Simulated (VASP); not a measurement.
# CuI (Marshite) (F-43m) in VASP: a series of runs

CuI (Marshite) is run at these levels: PBE-based screened hybrid, HSE06; tasks: single point.

All numbers are computed with VASP 6.6.1; they aren't measurements. Logs are shortened: lines on timing, memory, paths and dates and some standing lists are left out, and cuts for length are marked.

### 1 The cell of the first run

It takes space group F-43m (No. 216, cubic). The conventional cell has a = 6.024 Å, b = 6.024 Å, c = 6.024 Å, α = 90.00°, β = 90.00°, γ = 90.00°. Cu (site symmetry -43m) has 4 I at 2.61 Å within 3.4 Å. Within 3.4 Å of I (site symmetry -43m) lie 4 Cu at 2.61 Å.

### 2 Single point, PBE-based screened hybrid

File POSCAR:

```
CuI
1.0
    0.0000000000      3.0120429050      3.0120429050
    3.0120429050      0.0000000000      3.0120429050
    3.0120429050      3.0120429050      0.0000000000
Cu I
1 1
Direct
    0.2500000000      0.2500000000      0.2500000000
    0.0000000000      0.0000000000      0.0000000000
```

File INCAR.step1:

```
SYSTEM = CuI
  PREC = Accurate
  ENCUT = 520
  EDIFF = 1E-5
  ISMEAR = 0
  SIGMA = 0.01
  LREAL = .FALSE.
  LASPH = .TRUE.
  NELM = 100
  ALGO = Normal
  ISIF = 2
  LWAVE = .TRUE.
  LCHARG = .FALSE.
  GGA = PE
  NBANDS = 16
```

File INCAR.step2:

```
SYSTEM = CuI
  PREC = Accurate
  ENCUT = 520
  EDIFF = 1E-6
  ISMEAR = 0
  SIGMA = 0.01
  LREAL = .FALSE.
  LASPH = .TRUE.
  NELM = 100
  ALGO = Normal
  ISIF = 2
  LWAVE = .FALSE.
  LCHARG = .FALSE.
  GGA = PE
  LHFCALC = .TRUE.
  AEXX = 0.1
  HFSCREEN = 0.3
  PRECFOCK = Normal
  ISTART = 1
  NBANDS = 16
```

File KPOINTS:

```
regular mesh
0
G
  4 4 4
  0 0 0
```

Potentials or basis: VASP PAW PBE potentials, release 64 (Cu, I).

On the command line:

```
$ cat potpaw_PBE.64/Cu/POTCAR potpaw_PBE.64/I/POTCAR > POTCAR
$ cp INCAR.step1 INCAR
$ mpirun -np 1 vasp_std > vasp.out
$ cp INCAR.step2 INCAR
$ mpirun -np 1 vasp_std > vasp.out
```

OUTCAR:

```text
SYSTEM = CuI
   PREC = Accurate
   ENCUT = 520
   EDIFF = 1E-6
   ISMEAR = 0
   LREAL = .FALSE.
   LASPH = .TRUE.
   NELM = 100
   ISIF = 2
   GGA = PE
   LHFCALC = .TRUE.
   AEXX = 0.1
   HFSCREEN = 0.3
   PRECFOCK = Normal
   ISTART = 1

 ion  position               nearest neighbor table
   1  0.250  0.250  0.250-   2 2.61   2 2.61   2 2.61   2 2.61
   2  0.000  0.000  0.000-   1 2.61   1 2.61   1 2.61   1 2.61

  LATTYP: Found a face centered cubic cell.
 ALAT       =     6.0240858100

  Lattice vectors:

 A1 = (   0.0000000000,   3.0120429050,   3.0120429050)
 A2 = (   3.0120429050,   0.0000000000,   3.0120429050)
 A3 = (   3.0120429050,   3.0120429050,   0.0000000000)

Analysis of symmetry for initial positions (statically):
=====================================================================
 Subroutine PRICEL returns:
 Original cell was already a primitive cell.

 Routine SETGRP: Setting up the symmetry group for a
 face centered cubic supercell.

 Subroutine GETGRP returns: Found 24 space group operations
 (whereof 24 operations were pure point group operations)
 out of a pool of 48 trial point group operations.

The static configuration has the point symmetry T_d .

Analysis of symmetry for dynamics (positions and initial velocities):
=====================================================================
 Subroutine PRICEL returns:
 Original cell was already a primitive cell.

 Routine SETGRP: Setting up the symmetry group for a
 face centered cubic supercell.

 Subroutine GETGRP returns: Found 24 space group operations
 (whereof 24 operations were pure point group operations)
 out of a pool of 48 trial point group operations.

The dynamic configuration has the point symmetry T_d .

 Subroutine INISYM returns: Found 24 space group operations
 (whereof 24 operations are pure point group operations),
 and found     1 'primitive' translations

----------------------------------------------------------------------------------------

                                     Primitive cell

  volume of cell :      54.6529

  direct lattice vectors                    reciprocal lattice vectors
     0.000000000  3.012042905  3.012042905    -0.166000291  0.166000291  0.166000291
     3.012042905  0.000000000  3.012042905     0.166000291 -0.166000291  0.166000291
     3.012042905  3.012042905  0.000000000     0.166000291  0.166000291 -0.166000291

  length of vectors
     4.259671927  4.259671927  4.259671927     0.287520939  0.287520939  0.287520939

  position of ions in fractional coordinates (direct lattice)
     0.250000000  0.250000000  0.250000000
     0.000000000  0.000000000  0.000000000

  ion indices of the primitive-cell ions
   primitive index   ion index
                 1           1
                 2           2

----------------------------------------------------------------------------------------

 KPOINTS: regular mesh

Automatic generation of k-mesh.
 Grid dimensions read from file:
 generate k-points for:    4    4    4

 Generating k-lattice:

  Cartesian coordinates                     Fractional coordinates (reciprocal lattice)
    -0.041500073  0.041500073  0.041500073     0.250000000  0.000000000  0.000000000
     0.041500073 -0.041500073  0.041500073     0.000000000  0.250000000  0.000000000
     0.041500073  0.041500073 -0.041500073     0.000000000  0.000000000  0.250000000

  Length of vectors
     0.071880235  0.071880235  0.071880235

  Shift w.r.t. Gamma in fractional coordinates (k-lattice)
     0.000000000  0.000000000  0.000000000

 Subroutine IBZKPT returns following result:
 ===========================================

 Found      8 irreducible k-points:

 Following reciprocal coordinates:
            Coordinates               Weight
  0.000000  0.000000  0.000000      1.000000
  0.250000  0.000000  0.000000      8.000000
  0.500000  0.000000  0.000000      4.000000
  0.250000  0.250000  0.000000      6.000000
  0.500000  0.250000  0.000000     24.000000
 -0.250000  0.250000  0.000000     12.000000
  0.500000  0.500000  0.000000      3.000000
 -0.250000  0.500000  0.250000      6.000000
   k-points           NKPTS =      8   k-points in BZ     NKDIM =     64   number of bands    NBANDS=     16
   number of dos      NEDOS =    301   number of ions     NIONS =      2
   total plane-waves  NPLWV =  32768
   dimension x,y,z NGX =    32 NGY =   32 NGZ =   32
   dimension x,y,z NGXF=    64 NGYF=   64 NGZF=   64
   ions per type =               1   1
   NGX,Y,Z   is equivalent  to a cutoff of  12.49, 12.49, 12.49 a.u.
   NGXF,Y,Z  is equivalent  to a cutoff of  24.98, 24.98, 24.98 a.u.
 SYSTEM =  CuI
   PREC   = accura    normal or accurate (medium, high low for compatibility)
   ISTART =      1    job   : 0-new  1-cont  2-samecut
   ICHARG =      0    charge: 1-file 2-atom 10-const
   ISPIN  =      1    spin polarized calculation?
   LNONCOLLINEAR =      F non collinear calculations
   LSORBIT =      F    spin-orbit coupling
   LASPH  =      T    aspherical Exc in radial PAW
   ENCUT  =  520.0 eV  38.22 Ry    6.18 a.u.   7.92  7.92  7.92*2*pi/ulx,y,z
   NELM   =    100;   NELMIN=  2; NELMDL=  0     # of ELM steps
   EDIFF  = 0.1E-05   stopping-criterion for ELM
   LREAL  =      F    real-space projection
   EDIFFG = 0.1E-04   stopping-criterion for IOM
   NSW    =      0    number of steps for IOM
   IBRION =     -1    ionic relax: 0-MD 1-quasi-New 2-CG
   NFREE  =      0    steps in history (QN), initial steepest desc. (CG)
   ISIF   =      2    stress and relaxation
   ISYM   =      3    0-nonsym 1-usesym 2-fastsym
   POTIM  = 0.5000    time-step for ionic-motion
   TEBEG  =    0.0;   TEEND  =   0.0 temperature during run
   PSTRESS=    0.0 pullay stress
   NELECT =      18.0000    total number of electrons
   NUPDOWN=      -1.0000    fix difference up-down
   EMIN   =  10.00;   EMAX   =-10.00  energy-range for DOS
   EFERMI =   0.00;   METHOD = LEGACY
   ISMEAR =     0;   SIGMA  =   0.01  broadening in eV -4-tet -1-fermi 0-gaus
   EFERMI_NEDOS =   21; number of points for ismear=-14 and -15
   IALGO  =     38    algorithm
   IMIX   =      1    mixing-type and parameters
     AMIX     =   0.40;   BMIX     =  1.00
     AMIX_MAG =   1.60;   BMIX_MAG =  1.00
  volume/ion in A,a.u.               =      27.33       184.41
  Fermi-wavevector in a.u.,A,eV,Ry     =   1.130562  2.136453 17.390575  1.278171
  Thomas-Fermi vector in A             =   2.267259
   LORBIT       =      0    0 simple, 1 ext, 2 COOP (PROOUT), +10 PAW based schemes
   GGA     = PE    functional components
   LHFCALC =     T    Hartree Fock is set to
   PRECFOCK=normal    Normal, Fast or Accurate (Low or Medium for compatibility)
   ENCUT4O =  -1.0   cutoff for four orbital integrals eV
   NKREDX  =     1    reduce k-point grid by
   NKREDY  =     1    reduce k-point grid by
   NKREDZ  =     1    reduce k-point grid by
   AEXX    =    0.1000 exact exchange contribution
   HFSCREEN=    0.3000 screening length (either q_TF or 0.3 A-1)
   HFSCREENC=   0.3000 screening length for correlation (either q_TF or 0.3 A-1)
   ENCUTFOCK=  -1.0 apply spherical cutoff to Coloumb kernel
   IVDW    =     0    specifies the selected vdW correction
   LEPSILON=     F    determine dielectric tensor
   LRPA    =     F    only Hartree local field effects (RPA)
 non-spin polarized calculation
 Gauss-broadening in eV      SIGMA  =   0.01
  energy-cutoff  :      520.00
  volume of cell :       54.65
 maximum number of plane-waves:      1480
  NGX = 24; NGY = 24; NGZ = 24

 number of electron      18.0000016 magnetization

 Free energy of the ion-electron system (eV)
  ---------------------------------------------------
  ext. energy  EPLUGINS =         0.00000000
  ---------------------------------------------------
  free energy    TOTEN  =        -5.77791414 eV

  energy without entropy =       -5.77791414  energy(sigma->0) =       -5.77791414

 E-fermi :   4.3949     XC(G=0):  -8.4578

 val. band max:        4.3208475632   @ k =   0.0000   0.0000   0.0000
 cond. band min:       6.0034664996   @ k =   0.0000   0.0000   0.0000
 fundamental gap:      1.6826189365
 Fermi energy:         4.3948695176

 k-point     1 :       0.0000    0.0000    0.0000
  band No.  band energies     occupation
      1     -10.0540      2.00000
      2       0.4845      2.00000
      3       0.4845      2.00000
      4       0.4846      2.00000
      5       2.1644      2.00000
      6       2.1644      2.00000
[... 8 lines left out ...]
     15      14.4400      0.00000
     16      14.4400      0.00000

 k-point     2 :       0.2500    0.0000    0.0000
  band No.  band energies     occupation
      1      -9.7720      2.00000
      2      -0.4072      2.00000
      3       0.5213      2.00000
      4       0.5213      2.00000
      5       2.1550      2.00000
      6       2.1550      2.00000
[... 8 lines left out ...]
     15      13.5420      0.00000
     16      13.7605      0.00000

 k-point     3 :       0.5000    0.0000    0.0000
  band No.  band energies     occupation
      1      -9.4487      2.00000
      2      -1.3433      2.00000
      3       0.5474      2.00000
      4       0.5474      2.00000
      5       2.1919      2.00000
      6       2.1919      2.00000
[... 8 lines left out ...]
     15      15.8026      0.00000
     16      15.8026      0.00000

 k-point     4 :       0.2500    0.2500    0.0000
  band No.  band energies     occupation
      1      -9.6774      2.00000
      2      -0.4695      2.00000
      3       0.4852      2.00000
      4       0.4852      2.00000
      5       2.0685      2.00000
      6       2.2080      2.00000
[... 8 lines left out ...]
     15      15.0615      0.00000
     16      16.6475      0.00000

 k-point     5 :       0.5000    0.2500    0.0000
  band No.  band energies     occupation
      1      -9.3510      2.00000
      2      -1.0348      2.00000
      3       0.1107      2.00000
      4       0.5285      2.00000
      5       2.0970      2.00000
      6       2.2061      2.00000
[... 8 lines left out ...]
     15      15.9459      0.00000
     16      16.7886      0.00000

 k-point     6 :      -0.2500    0.2500    0.0000
  band No.  band energies     occupation
      1      -9.4603      2.00000
      2      -0.7936      2.00000
      3       0.0074      2.00000
      4       0.5695      2.00000
      5       2.1220      2.00000
      6       2.1658      2.00000
[... 8 lines left out ...]
     15      15.1766      0.00000
     16      17.0081      0.00000

 k-point     7 :       0.5000    0.5000    0.0000
  band No.  band energies     occupation
      1      -9.2431      2.00000
      2      -1.3404      2.00000
      3       0.5095      2.00000
      4       0.5095      2.00000
      5       2.1481      2.00000
      6       2.2518      2.00000
[... 8 lines left out ...]
     15      16.1731      0.00000
     16      16.9658      0.00000

 k-point     8 :      -0.2500    0.5000    0.2500
  band No.  band energies     occupation
      1      -9.2390      2.00000
      2      -0.8197      2.00000
      3      -0.3147      2.00000
      4       0.4388      2.00000
      5       2.0971      2.00000
      6       2.1516      2.00000
[... 8 lines left out ...]
     15      16.5336      0.00000
     16      16.9591      0.00000

------------------------ aborting loop because EDIFF is reached ----------------------------------------

  FORCE on cell =-STRESS in cart. coord.  units (eV):
  Direction    XX          YY          ZZ          XY          YZ          ZX
  --------------------------------------------------------------------------------------
  -------------------------------------------------------------------------------------
  Total        0.4931597      0.4931597      0.4931597      0.0000000      0.0000000      0.0000000
  in kB       14.4572165     14.4572165     14.4572165      0.0000000      0.0000000      0.0000000
  external PRESSURE =      14.4572165 kB  Pullay stress =       0.0000000 kB

 VOLUME and BASIS-vectors are now :
 -----------------------------------------------------------------------------
  energy-cutoff  :      520.00
  volume of cell :       54.65
      direct lattice vectors                 reciprocal lattice vectors
     0.000000000  3.012042905  3.012042905    -0.166000291  0.166000291  0.166000291
     3.012042905  0.000000000  3.012042905     0.166000291 -0.166000291  0.166000291
     3.012042905  3.012042905  0.000000000     0.166000291  0.166000291 -0.166000291

 POSITION                                       TOTAL-FORCE (eV/Angst)
 -----------------------------------------------------------------------------------
      1.50602      1.50602      1.50602         0.000000     -0.000000     -0.000000
      0.00000      0.00000      0.00000        -0.000000      0.000000      0.000000
 -----------------------------------------------------------------------------------
    total drift:                               -0.000446     -0.000347     -0.000413

  FREE ENERGIE OF THE ION-ELECTRON SYSTEM (eV)
  ---------------------------------------------------
  free  energy   TOTEN  =        -5.7779141427 eV

  energy  without entropy=       -5.7779141427  energy(sigma->0) =       -5.77791414
```

It used 810 s of CPU time on 1 thread of AMD EPYC 7R13 Processor (Zen 3), with other jobs on the host.

Results:

* Free energy: -5.7779 eV
* Pressure: 1.4 GPa
* Band gap on the k mesh: 1.68 eV, direct

Caveat: the k points lie up to 0.45 Å⁻¹ apart; the PAW data sets were made with another functional, which shifts forces and pressure a little; spin-orbit coupling is left out, which moves the levels of the heavy elements.

### 3 Single point, HSE06

POSCAR is that of step 2.

File INCAR.step1:

```
SYSTEM = CuI
PREC = Accurate ; ENCUT = 520
EDIFF = 1E-5 ; ISMEAR = -1
SIGMA = 0.2 ; LREAL = .False.
LASPH = .True. ; NELM = 60
ALGO = Normal ; ISIF = 2
LWAVE = .True. ; GGA = PE
NBANDS = 16
```

File INCAR.step2:

```
SYSTEM = CuI
PREC = Accurate ; ENCUT = 520
EDIFF = 1E-7 ; ISMEAR = -1
SIGMA = 0.2 ; LREAL = .False.
LASPH = .True. ; NELM = 60
ALGO = Normal ; ISIF = 2
LWAVE = .False. ; LCHARG = .True.
GGA = PE ; LHFCALC = .True.
HFSCREEN = 0.2079 ; PRECFOCK = Normal
LELF = .True. ; LVHAR = .True.
ISTART = 1 ; NBANDS = 16
```

File KPOINTS:

```
Automatic mesh
0
Gamma
  4 4 4
  0 0 0
```

Potentials or basis: VASP PAW PBE potentials, release 64 (Cu, I).

On the command line:

```
$ cat potpaw_PBE.64/Cu/POTCAR potpaw_PBE.64/I/POTCAR > POTCAR
$ cp INCAR.step1 INCAR
$ mpirun -np 1 vasp_std > vasp.out
$ cp INCAR.step2 INCAR
$ mpirun -np 1 vasp_std > vasp.out
```

It took 25 min on 1 thread of AMD EPYC 7R13 (Zen 3), shared host; peak memory 0.26 GiB.

The run converged. Its results:

```yaml
Free_energy: -6.4281 eV
Pressure: 1.5 GPa
Band_gap_on_the_k_mesh: 2.63 eV, direct
```

Levels at points of the mesh, in eV from the valence-band top:
```
           k point  band 5  band 6  band 7  band 8  band 9  band 10  band 11  band 12  band 13  band 14
(0.00, 0.00, 0.00)   -2.57   -2.57    0.00    0.00    0.00     2.63     6.27     6.27     6.27     9.90
(0.50, 0.00, 0.00)   -2.55   -2.55   -2.49   -0.86   -0.86     3.60     6.78     6.78     8.84    10.86
(0.50, 0.50, 0.00)   -2.57   -2.49   -2.37   -2.01   -2.01     3.84     4.24    11.00    11.66    11.66
```

Caveat: the k points lie up to 0.45 Å⁻¹ apart; the PAW data sets were made with another functional, which shifts forces and pressure a little; spin-orbit coupling is left out, which moves the levels of the heavy elements.
